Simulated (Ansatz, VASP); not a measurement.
# Two plane-wave programs on TaN

```
CELL_PARAMETERS angstrom
5.20509 0.00000 0.00000
-2.60254 4.50774 0.00000
0.00000 0.00000 25.16256
ATOMIC_POSITIONS crystal
Ta 0.33333 0.66667 0.29958
Ta 0.66667 0.33333 0.29958
Ta 0.00000 0.00000 0.36021
Ta 0.33333 0.66667 0.41405
Ta 0.66667 0.33333 0.41405
Ta 0.00000 0.00000 0.46731
Ta 0.33333 0.66667 0.53007
Ta 0.66667 0.33333 0.53007
Ta 0.00000 0.00000 0.58677
Ta 0.33333 0.66667 0.64984
Ta 0.66667 0.33333 0.64984
Ta 0.00000 0.00000 0.69431
N 0.00000 0.50000 0.35523
N 0.50000 0.00000 0.35523
N 0.50000 0.50000 0.35523
N 0.00000 0.50000 0.47118
N 0.50000 0.00000 0.47118
N 0.50000 0.50000 0.47118
N 0.00000 0.50000 0.58634
N 0.50000 0.00000 0.58634
N 0.50000 0.50000 0.58634
N 0.00000 0.50000 0.69894
N 0.50000 0.00000 0.69894
N 0.50000 0.50000 0.69894
```

Alike in both runs: functional PBEsol; k mesh 9 × 9 × 1; occupations gaussian, width 0.1 eV; no spin polarisation.

Ansatz relaxed the structure, and its values are those at the end. VASP's run is a single point on that final structure, the one shown.

```csv
,VASP,Ansatz
version,VASP 6.6.1,Ansatz 0.2.0
potentials or method,"VASP PAW PBE potentials, release 64 (Ta_pv, N), cutoff 520 eV","scalar-relativistic, plane waves, PAW"
valence electrons in the cell,192,216
```

```tsv
	VASP	Ansatz	Ansatz less VASP
gap on the k mesh at the Fermi level (eV)	none	none	-
rms of the force components (eV/Å)	0.037	0.001	-0.0354
```

VASP's potentials were made for PBE, not for PBEsol. A gap of «none» marks a metal or a gap that the smearing closes. With one functional, cell and mesh, what is left measures potentials, basis and numerics. VASP's potentials hold 192 valence electrons a cell and Ansatz's 216, so a difference there can come from the potentials and not from the codes.

Spin-orbit coupling is off throughout.
